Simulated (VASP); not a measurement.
Write the native input for VASP 6.6.1 that does the following.

* Task: single point
* Functional: PBEsol
* Potentials or basis: VASP PAW PBE potentials, release 64 (Ni)
* Cutoff: 520 eV
* k mesh: 20 × 20 × 20
* Occupations: gaussian, width 0.05 eV
* Spin: collinear spin, ferromagnetic start
* Starting moments: [0.75] μB
* Dipole correction: no
* Further INCAR settings: ALGO = Normal; EDIFF = 1e-07; NBANDS = 15

The structure of Ni lies in POSCAR:

```
Ni
1.0
    0.0000000000      1.7196339475      1.7196339475
    1.7196339475      0.0000000000      1.7196339475
    1.7196339475      1.7196339475      0.0000000000
Ni
1
Direct
    0.0000000000      0.0000000000      0.0000000000
```

One way to write it, as run:

INCAR

```
  PREC = Accurate
  ENCUT = 520
  EDIFF = 1E-7
  ISMEAR = 0
  SIGMA = 0.05
  LREAL = False
  LASPH = True
  NELM = 150
  ALGO = Normal
  ISIF = 2
  LWAVE = False
  LCHARG = False
  ISPIN = 2
  MAGMOM = 0.75
  LORBIT = 11
  LMAXMIX = 4
  GGA = PS
  NBANDS = 15
```

KPOINTS

```
Automatic mesh
0
Gamma
  20 20 20
```

Potentials or basis: VASP PAW PBE potentials, release 64 (Ni).

The run is started by

```sh
$ cat potpaw_PBE.64/Ni/POTCAR > POTCAR
$ mpirun -np 1 vasp_std > vasp.out
```

It gave:

```
Pressure                                              : 4.8 GPa
Net moment                                            : 0.62 μB per cell
Site moments                                          : Ni +0.62 μB
Valence electrons inside the program's atomic spheres : Ni 9.44
```

Caveat: the PAW data sets were made with another functional, which shifts forces and pressure a little.

It took 70 s on 1 thread of Intel(R) Xeon(R) Platinum 8259CL CPU @ 2.50GHz (Skylake/Cascade Lake), on a shared host, peak memory 0.17 GiB.
